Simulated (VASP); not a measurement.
# Mg7Se (P-3m1) in VASP: notebook

Runs on Mg7Se. Level: PBE. Tasks: single point, relaxation of cell and atoms.

Everything below comes from runs of VASP 6.6.1. Logs are shortened: lines on timing, memory, paths and dates and some standing lists are left out, and cuts for length are marked.

**1. The cell of the first run**

Symmetry: P-3m1, No. 164, trigonal system. Conventional cell: a = 3.527 Å, b = 3.527 Å, c = 17.776 Å, α = 90.00°, β = 90.00°, γ = 120.00°. Mg (site symmetry 3m) has 12 Mg at 3.12 to 3.53 Å within 4.1 Å. Within 4.1 Å of Mg (site symmetry -3m) lie 12 Mg at 3.14 to 3.53 Å. Within 3.5 Å of Mg (site symmetry 3m) lie 3 Se at 2.65 Å and 3 Mg at 3.17 Å. Within 4.1 Å of Mg (site symmetry 3m) lie 12 Mg at 3.12 to 3.53 Å. Within 3.5 Å of Se (site symmetry -3m) lie 6 Mg at 2.65 Å.

**2. Single point, PBE**

INCAR reads:

```
SYSTEM = Mg7Se
ALGO     = Normal         ! electronic algorithm
EDIFF    = 1E-6           ! SCF threshold, eV
ENCUT    = 520            ! plane-wave cutoff, eV
GGA      = PE             ! functional
ISIF     = 2              ! what is computed and relaxed
ISMEAR   = 0              ! smearing method
LASPH    = .TRUE.         ! aspherical terms in the spheres
LCHARG   = .FALSE.        ! write CHGCAR
LREAL    = .FALSE.        ! projectors in reciprocal space
LWAVE    = .FALSE.        ! write WAVECAR
NBANDS   = 20             ! bands
NELM     = 100            ! most SCF steps
PREC     = Accurate       ! precision mode
SIGMA    = 0.2            ! smearing width, eV
```

KPOINTS reads:

```
k-points
0
G
  6 6 1
  0 0 0
```

POSCAR reads:

```
Mg7Se
1.0
    3.5272304144      0.0000000000      0.0000000000
   -1.7636152072      3.0546711439      0.0000000000
    0.0000000000      0.0000000000     17.7756236010
Mg Se
7 1
Direct
    0.3333333333      0.6666666667      0.3656014479
    0.0000000000      0.0000000000      0.5000000000
    0.6666666667      0.3333333333      0.6343985521
    0.6666666667      0.3333333333      0.9042636540
    0.0000000000      0.0000000000      0.7672775890
    0.3333333333      0.6666666667      0.0957363460
    0.0000000000      0.0000000000      0.2327224110
    0.0000000000      0.0000000000      0.0000000000
```

Potentials or basis: VASP PAW PBE potentials, release 64 (Mg, Se).

Launch:

```sh
> cat potpaw_PBE.64/Mg/POTCAR potpaw_PBE.64/Se/POTCAR > POTCAR
> mpirun -np 1 vasp_std > vasp.out
```

OUTCAR:

```text
SYSTEM = Mg7Se
   EDIFF = 1E-6
   ENCUT = 520
   GGA = PE
   ISIF = 2
   ISMEAR = 0
   LASPH = .TRUE.
   LREAL = .FALSE.
   NELM = 100
   PREC = Accurate

 ion  position               nearest neighbor table
   1  0.333  0.667  0.366-   7 3.12   7 3.12   7 3.12   2 3.14   2 3.14   2 3.14
   2  0.000  0.000  0.500-   1 3.14   3 3.14   3 3.14   1 3.14   3 3.14   1 3.14
   3  0.667  0.333  0.634-   5 3.12   5 3.12   5 3.12   2 3.14   2 3.14   2 3.14
   4  0.667  0.333  0.904-   8 2.65   8 2.65   8 2.65   5 3.17   5 3.17   5 3.17
   5  0.000  0.000  0.767-   3 3.12   3 3.12   3 3.12   4 3.17   4 3.17   4 3.17
   6  0.333  0.667  0.096-   8 2.65   8 2.65   8 2.65   7 3.17   7 3.17   7 3.17
   7  0.000  0.000  0.233-   1 3.12   1 3.12   1 3.12   6 3.17   6 3.17   6 3.17
   8  0.000  0.000  0.000-   4 2.65   6 2.65   4 2.65   6 2.65   4 2.65   6 2.65

  LATTYP: Found a hexagonal cell.
 ALAT       =     3.5272304144
 C/A-ratio  =     5.0395413717

  Lattice vectors:

 A1 = (   3.5272304144,   0.0000000000,   0.0000000000)
 A2 = (  -1.7636152072,   3.0546711439,   0.0000000000)
 A3 = (   0.0000000000,   0.0000000000,  17.7756236010)

Analysis of symmetry for initial positions (statically):
=====================================================================
 Subroutine PRICEL returns:
 Original cell was already a primitive cell.

 Routine SETGRP: Setting up the symmetry group for a
 hexagonal supercell.

 Subroutine GETGRP returns: Found 12 space group operations
 (whereof 12 operations were pure point group operations)
 out of a pool of 24 trial point group operations.

The static configuration has the point symmetry D_3d.

Analysis of symmetry for dynamics (positions and initial velocities):
=====================================================================
 Subroutine PRICEL returns:
 Original cell was already a primitive cell.

 Routine SETGRP: Setting up the symmetry group for a
 hexagonal supercell.

 Subroutine GETGRP returns: Found 12 space group operations
 (whereof 12 operations were pure point group operations)
 out of a pool of 24 trial point group operations.

The dynamic configuration has the point symmetry D_3d.

 Subroutine INISYM returns: Found 12 space group operations
 (whereof 12 operations are pure point group operations),
 and found     1 'primitive' translations

[... 90 lines left out ...]
   EDIFFG = 0.1E-04   stopping-criterion for IOM
   NSW    =      0    number of steps for IOM
   IBRION =     -1    ionic relax: 0-MD 1-quasi-New 2-CG
   NFREE  =      0    steps in history (QN), initial steepest desc. (CG)
   ISIF   =      2    stress and relaxation
   ISYM   =      2    0-nonsym 1-usesym 2-fastsym
   POTIM  = 0.5000    time-step for ionic-motion
   TEBEG  =    0.0;   TEEND  =   0.0 temperature during run
   PSTRESS=    0.0 pullay stress
   NELECT =      20.0000    total number of electrons
   NUPDOWN=      -1.0000    fix difference up-down
   EMIN   =  10.00;   EMAX   =-10.00  energy-range for DOS
   EFERMI =   0.00;   METHOD = LEGACY
   ISMEAR =     0;   SIGMA  =   0.20  broadening in eV -4-tet -1-fermi 0-gaus
   EFERMI_NEDOS =   21; number of points for ismear=-14 and -15
   IALGO  =     38    algorithm
   IMIX   =      4    mixing-type and parameters
     AMIX     =   0.40;   BMIX     =  1.00
     AMIX_MAG =   1.60;   BMIX_MAG =  1.00
  volume/ion in A,a.u.               =      23.94       161.56
  Fermi-wavevector in a.u.,A,eV,Ry     =   0.770922  1.456831  8.086225  0.594321
  Thomas-Fermi vector in A             =   1.872230
   LORBIT       =      0    0 simple, 1 ext, 2 COOP (PROOUT), +10 PAW based schemes
   GGA     = PE    functional components
   LHFCALC =     F    Hartree Fock is set to
   AEXX    =    0.0000 exact exchange contribution
   IVDW    =     0    specifies the selected vdW correction
   LEPSILON=     F    determine dielectric tensor
   LRPA    =     F    only Hartree local field effects (RPA)
 non-spin polarized calculation
 Gauss-broadening in eV      SIGMA  =   0.20
  energy-cutoff  :      520.00
  volume of cell :      191.52
 maximum number of plane-waves:      5251
 NGX is ok and might be reduce to    28
   NGX = 13   NGY = 13   NGZ = 67

 number of electron      20.0000000 magnetization

 Free energy of the ion-electron system (eV)
  ---------------------------------------------------
  ext. energy  EPLUGINS =         0.00000000
  ---------------------------------------------------
  free energy    TOTEN  =       -15.05072086 eV

  energy without entropy =      -14.95943486  energy(sigma->0) =      -15.00507786

 E-fermi :   2.6875     XC(G=0):  -8.4697

 val. band max:        2.6289797651   @ k =   0.3333   0.1667   0.0000
 cond. band min:       2.7187934867   @ k =   0.3333   0.3333   0.0000
 fundamental gap:      0.0898137216
 Fermi energy:         2.6875261908

 k-point     1 :       0.0000    0.0000    0.0000
  band No.  band energies     occupation
      1     -11.6833      2.00000
      2      -4.0109      2.00000
      3      -3.6068      2.00000
      4      -2.7820      2.00000
      5      -2.4918      2.00000
      6      -0.7060      2.00000
[... 150 lines left out ...]
     19       4.9787      0.00000
     20       5.4006      0.00000

------------------------ aborting loop because EDIFF is reached ----------------------------------------

  FORCE on cell =-STRESS in cart. coord.  units (eV):
  Direction    XX          YY          ZZ          XY          YZ          ZX
  --------------------------------------------------------------------------------------
  -------------------------------------------------------------------------------------
  Total        0.5984531      0.5984531      0.2582157      0.0000000      0.0000000      0.0000000
  in kB        5.0063083      5.0063083      2.1600809      0.0000000      0.0000000      0.0000000
  external PRESSURE =       4.0575659 kB  Pullay stress =       0.0000000 kB

 VOLUME and BASIS-vectors are now :
 -----------------------------------------------------------------------------
  energy-cutoff  :      520.00
  volume of cell :      191.52
      direct lattice vectors                 reciprocal lattice vectors
     3.527230414  0.000000000  0.000000000     0.283508556  0.163683741  0.000000000
    -1.763615207  3.054671144  0.000000000     0.000000000  0.327367482  0.000000000
     0.000000000  0.000000000 17.775623601     0.000000000  0.000000000  0.056256817

 POSITION                                       TOTAL-FORCE (eV/Angst)
 -----------------------------------------------------------------------------------
     -0.00000      2.03645      6.49879         0.000000     -0.000000     -0.016962
      0.00000      0.00000      8.88781         0.000000      0.000000      0.000000
      1.76362      1.01822     11.27683         0.000000      0.000000      0.016962
      1.76362      1.01822     16.07385         0.000000     -0.000000     -0.029824
      0.00000      0.00000     13.63884        -0.000000      0.000000      0.017521
     -0.00000      2.03645      1.70177        -0.000000      0.000000      0.029824
      0.00000      0.00000      4.13679         0.000000     -0.000000     -0.017521
      0.00000      0.00000      0.00000         0.000000      0.000000      0.000000
 -----------------------------------------------------------------------------------
    total drift:                               -0.000000     -0.000000     -0.000000

  FREE ENERGIE OF THE ION-ELECTRON SYSTEM (eV)
  ---------------------------------------------------
  free  energy   TOTEN  =       -15.0507208558 eV

  energy  without entropy=      -14.9594348577  energy(sigma->0) =      -15.00507786
```

It took 28 s on 1 thread of Intel Xeon 6975P-C (Granite Rapids), shared host; peak memory 0.3 GiB.

What came out:

- Free energy: -15.0507 eV
- Pressure: 0.4 GPa
- Largest force: 0.030 eV/Å
- Band gap on the k mesh: zero (band 10 reaches 3.11 eV, above the bottom of band 11 at 2.09 eV)

Forces in eV/Å, atoms in the order of the input:
```
Mg   0.000  0.000 -0.017
Mg   0.000  0.000  0.000
Mg   0.000  0.000  0.017
Mg   0.000  0.000 -0.030
Mg   0.000  0.000  0.018
Mg   0.000  0.000  0.030
Mg   0.000  0.000 -0.018
Se   0.000  0.000  0.000
```

**3. Relaxation of cell and atoms, PBE**

This run uses another cell than the first one, of 17.51 Å³/atom, 0.731 times its volume.

INCAR reads:

```
SYSTEM = Mg7Se
ALGO = Normal ; EDIFF = 1E-6
EDIFFG = -0.08 ; ENCUT = 600
GGA = PE ; IBRION = 2
ISIF = 3 ; ISMEAR = 0
LASPH = .True. ; LCHARG = .False.
LREAL = .False. ; LWAVE = .False.
NELM = 80 ; NSW = 36
PREC = Accurate ; SIGMA = 0.2
```

KPOINTS reads:

```
k-points
0
Gamma
  6 6 1
  0 0 0
```

POSCAR reads:

```
Mg7Se
1.0
    3.1500000000      0.0000000000      0.0000000000
   -1.5750000000      2.7279800200      0.0000000000
    0.0000000000      0.0000000000     16.3000000000
Mg Se
7 1
Direct
    0.3333333300      0.6666666700      0.3750000000
    0.0000000000      0.0000000000      0.5000000000
    0.6666666700      0.3333333300      0.6250000000
    0.6666666700      0.3333333300      0.8750000000
    0.0000000000      0.0000000000      0.7500000000
    0.3333333300      0.6666666700      0.1250000000
    0.0000000000      0.0000000000      0.2500000000
    0.0000000000      0.0000000000      0.0000000000
```

Potentials or basis: VASP PAW PBE potentials, release 64 (Mg, Se).

Launch:

```sh
> cat potpaw_PBE.64/Mg/POTCAR potpaw_PBE.64/Se/POTCAR > POTCAR
> mpirun -np 1 vasp_std > vasp.out
```

Run time: 4.7 min. Hardware: 1 thread of Intel Xeon 6975P-C (Granite Rapids), shared host; peak memory 0.33 GiB.

It converged, with:

- Free energy: -15.0528 eV
- Relaxed volume: 24.12 Å³/atom
- Relaxed cell: a = 3.542 Å, b = 3.542 Å, c = 17.757 Å, α = 90.00°, β = 90.00°, γ = 120.00°
- Space group after relaxing (to 0.05 Å): P-3m1 (No. 164)
- Energy gained by relaxing: 361.7 meV/atom
- Ionic steps: 18
- Pressure after relaxing: 0.1 GPa
- Largest force after relaxing: 0.039 eV/Å
- Band gap on the k mesh: zero (band 10 reaches 3.08 eV, above the bottom of band 11 at 2.05 eV)

Forces in eV/Å, atoms in the order of the input:
```
Mg   0.000  0.000 -0.019
Mg   0.000  0.000  0.000
Mg   0.000  0.000  0.019
Mg   0.000  0.000  0.039
Mg   0.000  0.000  0.023
Mg   0.000  0.000 -0.039
Mg   0.000  0.000 -0.023
Se   0.000  0.000  0.000
```

Stress tensor (GPa, compression positive):
```
0.16 0.00 0.00
0.00 0.16 0.00
0.00 0.00 0.04
```

Step by step:
```tsv
step	energy change (eV)	largest force (eV/Å)	pressure (GPa)	volume (Å³)
1	0.0000	1.4908	18.17	140.07
2	-2.2109	0.9354	0.01	184.24
3	-2.2138	0.9227	-0.45	186.51
4	-2.2133	0.9285	-0.26	185.49
5	-2.2959	0.7937	-0.11	184.98
6	-2.4891	0.5243	0.58	183.43
7	-2.5845	0.5648	2.99	180.35
8	-2.6117	0.4807	1.74	181.67
9	-2.6988	0.4256	1.01	186.30
10	-2.7576	0.4998	-0.72	200.58
11	-2.7808	0.3450	-0.17	195.25
12	-2.8115	0.3030	-0.14	195.11
13	-2.8545	0.1737	0.06	194.55
14	-2.8728	0.1389	-0.16	194.89
15	-2.8781	0.1917	-0.35	195.19
16	-2.8879	0.1387	0.16	192.41
17	-2.8883	0.1253	0.28	191.73
18	-2.8939	0.0395	0.12	192.96
```

Final structure:
```yaml
crystal:
  lattice:
    - [3.54224, 0.00000, 0.00000]
    - [-1.77112, 3.06767, 0.00000]
    - [0.00000, 0.00000, 17.75736]
  atoms:
    - { symbol: Mg, position: [0.33333, 0.66667, 0.36584] }
    - { symbol: Mg, position: [0.00000, 0.00000, 0.50000] }
    - { symbol: Mg, position: [0.66667, 0.33333, 0.63416] }
    - { symbol: Mg, position: [0.66667, 0.33333, 0.90373] }
    - { symbol: Mg, position: [0.00000, 0.00000, 0.76680] }
    - { symbol: Mg, position: [0.33333, 0.66667, 0.09627] }
    - { symbol: Mg, position: [0.00000, 0.00000, 0.23320] }
    - { symbol: Se, position: [0.00000, 0.00000, 0.00000] }
```

Levels at points of the mesh, in eV from the Fermi level:
```csv
k point,band 6,band 7,band 8,band 9,band 10,band 11,band 12,band 13,band 14,band 15
"(0.00, 0.00, 0.00)",-3.35,-3.02,-0.75,-0.75,-0.72,0.58,3.59,3.71,4.90,7.54
"(0.50, 0.00, 0.00)",-2.04,-2.01,-1.82,-1.27,-1.24,-0.59,0.09,0.58,1.08,1.43
```

Caveat: the k points lie up to 0.35 Å⁻¹ apart in the final cell; the volume moved by over 15 % at a fixed basis, so the end points are rough; the relaxation stopped at a loose force limit of 0.08 eV/Å, so its end isn't a converged minimum.
